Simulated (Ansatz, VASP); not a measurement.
One calculation of Al2O3, two programs

INCAR

```
  ALGO = Normal
  EDIFF = 1E-6
  ENCUT = 520
  GGA = PE
  ISIF = 2
  ISMEAR = 0
  IVDW = 12
  LASPH = True
  LCHARG = False
  LREAL = False
  LWAVE = False
  NBANDS = 20
  NELM = 60
  PREC = Accurate
  SIGMA = 0.05
```

KPOINTS

```
k-points
0
Gamma
  12 12 4
```

File POSCAR:

```
Al2O3
1.0
    2.9708546968      0.0000000000      0.0000000000
   -1.4854273484      2.5728356383      0.0000000000
    0.0000000000      0.0000000000      9.0566518262
Al O
2 3
Direct
    0.0000000000      0.0000000000      0.1499923300
    0.0000000000      0.0000000000      0.8500076700
    0.3333333333      0.6666666667      0.2223169200
    0.6666666667      0.3333333333      0.0000000000
    0.3333333333      0.6666666667      0.7776830800
```

Input for Ansatz:

```yaml
crystal:
  lattice:
    - [2.9708546968, 0.0, 0.0]
    - [-1.4854273484, 2.5728356383, 0.0]
    - [0.0, 0.0, 9.0566518262]
  atoms:
    - { symbol: Al, position: [0.0, 0.0, 0.14999233] }
    - { symbol: Al, position: [0.0, 0.0, 0.85000767] }
    - { symbol: O, position: [0.3333333333, 0.6666666667, 0.22231692] }
    - { symbol: O, position: [0.6666666667, 0.3333333333, 0.0] }
    - { symbol: O, position: [0.3333333333, 0.6666666667, 0.77768308] }
basis:
  ecutwfc: 420
kpoints:
  mp_grid: { grid: [12, 12, 4] }
hamiltonian:
  xc: pbe
  dispersion: d3bj
scf:
  occupations: { method: gaussian, width: 0.05 }
output:
  forces: true
  stress: true
  eigenvalues: true
  write_density: true
  write_potential: true
  elf: true
  volumetric_format: npy
```

Change from the starting cell: strain +0.030 along x and y, -0.030 along z, atoms carried along.

Alike in both runs: task single point; functional PBE; dispersion D3(BJ); k mesh 12 × 12 × 4; occupations gaussian, width 0.05 eV; no spin polarisation.

```csv
,VASP,Ansatz
version,VASP 6.6.1,Ansatz 0.2.0
potentials or method,"VASP PAW PBE potentials, release 64 (Al, O), cutoff 520 eV","scalar-relativistic, plane waves, PAW"
valence electrons in the cell,24,24
```

Ansatz gave:

| Quantity | Value |
| --- | --- |
| gap on the k mesh at the Fermi level (eV) | 3.98 |
| least direct gap on the mesh (eV) | 4.19 |
| pressure (GPa) | -7.9 |
| traceless stress, the component that is largest in VASP (GPa) | 10.52 |
| rms of the force components (eV/Å) | 0.304 |

Question: Estimate VASP's values.

Answer: gap on the k mesh at the Fermi level (eV): 3.96; least direct gap on the mesh (eV): 4.17; pressure (GPa): -7.9; traceless stress, the component that is largest in VASP (GPa): 10.35; rms of the force components (eV/Å): 0.318.

Atom by atom the forces differ by 0.015 eV/Å (rms over components). Ansatz's warnings: xc potential rough in thin density.
